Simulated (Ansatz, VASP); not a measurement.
# One calculation of BAs, two programs

```
CELL_PARAMETERS angstrom
0.00000 2.37247 2.37247
2.37247 0.00000 2.37247
2.37247 2.37247 0.00000
ATOMIC_POSITIONS crystal
As 0.75000 0.75000 0.75000
B 0.00000 0.00000 0.00000
```

Alike in both runs: task single point; functional revPBE; dispersion D3(BJ); k mesh 10 × 10 × 10; occupations fermi-dirac, width 0.05 eV; no spin polarisation.

```csv
,VASP,Ansatz
version,VASP 6.6.1,Ansatz 0.2.0
potentials or method,"VASP PAW PBE potentials, release 64 (As, B)",Ansatz PAW
plane-wave cutoff (eV),520,420
valence electrons in the cell,8,18
```

|  | VASP | Ansatz | Ansatz less VASP |
| --- | --- | --- | --- |
| gap on the k mesh at the Fermi level (eV) | 1.17 | 1.18 | +0.010 |
| least direct gap on the mesh (eV) | 3.30 | 3.31 | +0.006 |
| pressure (GPa) | 0.4 | -0.2 | -0.66 |

VASP's potentials were made for PBE, not for revPBE. VASP's potentials hold 8 valence electrons a cell and Ansatz's 18, so a difference there can come from the potentials and not from the codes.
